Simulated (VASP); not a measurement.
# Tl (Im-3m) in VASP: further runs, part 2 of 2

VASP 6.6.1. Earlier steps stand in the parts before.

### Step 6. Relaxation of cell and atoms, r2SCAN

This run uses another cell than the first one, of 28.53 Å³/atom.

File POSCAR:

```
Tl
1.0
   -1.9250000000      1.9250000000      1.9250000000
    1.9250000000     -1.9250000000      1.9250000000
    1.9250000000      1.9250000000     -1.9250000000
Tl
1
Direct
    0.0000000000      0.0000000000      0.0000000000
```

File INCAR.step1:

```
PREC     = Accurate       # precision mode
ENCUT    = 550            # plane-wave cutoff, eV
ISMEAR   = -1             # smearing method
SIGMA    = 0.1            # smearing width, eV
LREAL    = False          # projectors in reciprocal space
LASPH    = True           # aspherical terms in the spheres
NELM     = 120            # most SCF steps
GGA      = PE             # functional
ALGO     = Normal         # electronic algorithm
EDIFF    = 1E-5           # SCF threshold, eV
LWAVE    = True           # write WAVECAR
LCHARG   = False          # write CHGCAR
GGA_COMPAT= False        
IBRION   = 2              # ionic algorithm
ISIF     = 3              # what is computed and relaxed
EDIFFG   = -0.005         # ionic threshold
NELMIN   = 4            
NSW      = 100            # ionic steps
```

File INCAR.step2:

```
PREC     = Accurate       # precision mode
ENCUT    = 550            # plane-wave cutoff, eV
EDIFF    = 1E-7           # SCF threshold, eV
ISMEAR   = -1             # smearing method
SIGMA    = 0.1            # smearing width, eV
LREAL    = False          # projectors in reciprocal space
LASPH    = True           # aspherical terms in the spheres
NELM     = 120            # most SCF steps
ALGO     = Normal         # electronic algorithm
ISIF     = 3              # what is computed and relaxed
LWAVE    = False          # write WAVECAR
LCHARG   = False          # write CHGCAR
METAGGA  = R2SCAN         # meta-GGA
LMIXTAU  = True         
IBRION   = 2              # ionic algorithm
NSW      = 80             # ionic steps
EDIFFG   = -0.03          # ionic threshold
ISTART   = 1            
GGA_COMPAT= False        
NELMIN   = 4
```

File KPOINTS:

```
Automatic mesh
0
Gamma
  8 8 8
```

Potentials or basis: VASP PAW PBE potentials, release 64 (Tl_d).

Run with:

```bash
> cat potpaw_PBE.64/Tl_d/POTCAR > POTCAR
> cp INCAR.step1 INCAR
> mpirun -np 1 vasp_std > vasp.out
> cp INCAR.step2 INCAR
> mpirun -np 1 vasp_std > vasp.out
```

OUTCAR:

```text
PREC = Accurate
   ENCUT = 550
   EDIFF = 1E-7
   ISMEAR = -1
   LREAL = False
   LASPH = True
   NELM = 120
   ISIF = 3
   METAGGA = R2SCAN
   IBRION = 2
   NSW = 80
   EDIFFG = -0.03
   ISTART = 1
   NELMIN = 4

 ion  position               nearest neighbor table
   1  0.000  0.000  0.000-

  LATTYP: Found a body centered cubic cell.
 ALAT       =     3.8500000000

  Lattice vectors:

 A1 = (  -1.9250000000,   1.9250000000,   1.9250000000)
 A2 = (   1.9250000000,  -1.9250000000,   1.9250000000)
 A3 = (   1.9250000000,   1.9250000000,  -1.9250000000)

Analysis of symmetry for initial positions (statically):
=====================================================================
 Subroutine PRICEL returns:
 Original cell was already a primitive cell.

 Routine SETGRP: Setting up the symmetry group for a
 body centered cubic supercell.

 Subroutine GETGRP returns: Found 48 space group operations
 (whereof 48 operations were pure point group operations)
 out of a pool of 48 trial point group operations.

The static configuration has the point symmetry O_h .

Analysis of symmetry for dynamics (positions and initial velocities):
[... 212 lines left out ...]
      1      -6.1842      2.00000
      2      -6.1842      2.00000
      3      -6.1842      2.00000
      4      -5.7912      2.00000
      5      -5.7912      2.00000
      6      -4.0926      2.00000
      7      16.5319      0.00000
      8      16.5319      0.00000
      9      16.5319      0.00000
     10      18.9001      0.00000
[... 287 lines left out ...]
 k-point    24 :      -0.3750    0.3750    0.2500
  band No.  band energies     occupation
      1      -6.1705      2.00000
      2      -6.0462      2.00000
      3      -5.9763      2.00000
      4      -5.8551      2.00000
      5      -5.6725      2.00000
      6       0.3526      2.00000
      7       6.9162      0.00021
      8       9.6118      0.00000
      9      10.5911      0.00000
     10      14.5836      0.00000

 [... further k-points ...]

------------------------ aborting loop because EDIFF is reached ----------------------------------------

  FORCE on cell =-STRESS in cart. coord.  units (eV):
  Direction    XX          YY          ZZ          XY          YZ          ZX
  --------------------------------------------------------------------------------------
  -------------------------------------------------------------------------------------
  Total        0.0254218      0.0254218      0.0254218     -0.0000000     -0.0000000     -0.0000000
  in kB        1.3487157      1.3487157      1.3487157     -0.0000000     -0.0000000     -0.0000000
  external PRESSURE =       1.3487157 kB  Pullay stress =       0.0000000 kB

 VOLUME and BASIS-vectors are now :
 -----------------------------------------------------------------------------
  energy-cutoff  :      550.00
  volume of cell :       30.20
      direct lattice vectors                 reciprocal lattice vectors
    -1.961757440  1.961757440  1.961757440     0.000000000  0.254873508  0.254873508
     1.961757440 -1.961757440  1.961757440     0.254873508  0.000000000  0.254873508
     1.961757440  1.961757440 -1.961757440     0.254873508  0.254873508  0.000000000

 POSITION                                       TOTAL-FORCE (eV/Angst)
 -----------------------------------------------------------------------------------
      1.96176     -1.96176      1.96176        -0.000000     -0.000000     -0.000000
 -----------------------------------------------------------------------------------
    total drift:                                0.000000     -0.000000      0.000000

  FREE ENERGIE OF THE ION-ELECTRON SYSTEM (eV)
  ---------------------------------------------------
  free  energy   TOTEN  =       -53.1693507964 eV

  energy  without entropy=      -53.1419825503  energy(sigma->0) =      -53.15566667

 reached required accuracy - stopping structural energy minimisation
```

OUTCAR.step1:

```text
PREC = Accurate
   ENCUT = 550
   ISMEAR = -1
   LREAL = False
   LASPH = True
   NELM = 120
   GGA = PE
   EDIFF = 1E-5
   IBRION = 2
   ISIF = 3
   EDIFFG = -0.005
   NELMIN = 4
   NSW = 100

[... 700 lines left out ...]
 k-point     1 :       0.0000    0.0000    0.0000
  band No.  band energies     occupation
      1      -5.9948      2.00000
      2      -5.9948      2.00000
      3      -5.9948      2.00000
      4      -5.6589      2.00000
      5      -5.6589      2.00000
      6      -3.8294      2.00000
      7      15.3309      0.00000
      8      15.3309      0.00000
      9      15.3309      0.00000
     10      17.6368      0.00000
[... 327 lines left out ...]
  FREE ENERGIE OF THE ION-ELECTRON SYSTEM (eV)
  ---------------------------------------------------
  free  energy   TOTEN  =        -2.2198850435 eV

  energy  without entropy=       -2.1919928300  energy(sigma->0) =       -2.20593894

 reached required accuracy - stopping structural energy minimisation
```

It took 1.8 min on 1 thread of AMD EPYC 9R45 (Zen 5), shared host; peak memory 0.14 GiB.

Results:

```
Free energy                           : -53.1694 eV
Relaxed volume                        : 30.20 Å³/atom
Relaxed cell                          : a = 3.398 Å, b = 3.398 Å, c = 3.398 Å, α = 109.47°, β = 109.47°, γ = 109.47°
Space group after relaxing (to 0.1 Å) : Im-3m (No. 229)
Energy gained by relaxing             : 11.6 meV/atom
Ionic steps                           : 2
Pressure after relaxing               : 0.1 GPa
Band gap on the k mesh                : zero (an odd number of electrons rules out a gap without spin polarisation)
```

The path:
```
step  energy change (eV)  largest force (eV/Å)  pressure (GPa)  volume (Å³)
   1              0.0000                0.0000            2.22        28.53
   2             -0.0116                0.0000            0.13        30.20
```

Final structure:
```yaml
crystal:
  lattice:
    - [-1.96176, 1.96176, 1.96176]
    - [1.96176, -1.96176, 1.96176]
    - [1.96176, 1.96176, -1.96176]
  atoms:
    - { symbol: Tl, position: [0.00000, 0.00000, 0.00000] }
```

Levels at points of the mesh, in eV from the Fermi level:
```tsv
k point	band 4	band 5	band 6	band 7	band 8	band 9
(0.00, 0.00, 0.00)	-11.79	-11.79	-10.09	10.53	10.53	10.53
(0.50, 0.00, 0.00)	-11.79	-11.53	-5.33	-2.58	5.73	7.28
(0.50, 0.50, 0.50)	-11.60	-11.60	-2.05	1.47	1.47	1.47
```

Caveat: the PAW data sets were made with another functional, which shifts forces and pressure a little; spin-orbit coupling is left out, which moves the levels of the heavy elements.

### Step 7. The runs side by side

| task | cell | gap on the mesh (eV) | pressure (GPa) |
| --- | --- | --- | --- |
| single point | a = 2.878 Å, angles 109.5°, 1 atom | none | 60.4 |
| single point | a = 2.958 Å, angles 109.5°, 1 atom | none | 40.3 |
| single point | a = 3.086 Å, angles 109.5°, 1 atom | none | 20.1 |
| single point | a = 3.403 Å, angles 109.5°, 1 atom | none | 0.0 |
| relaxation of cell and atoms | relaxed from a = 3.334 Å, angles 109.5°, 1 atom | none | 0.1 |

Alike in all rows: level r2SCAN; potentials or basis VASP PAW PBE potentials, release 64 (Tl_d); no spin polarisation; k mesh 8 × 8 × 8; cutoff (eV) 550; smearing fermi-dirac 0.1 eV.

Caveats: the PAW data sets were made with another functional, which shifts forces and pressure a little; spin-orbit coupling is left out, which moves the levels of the heavy elements; the cell stands under pressure (at least some runs).

Total energies depend on the potentials used, so only differences within one code and one set of settings carry meaning.
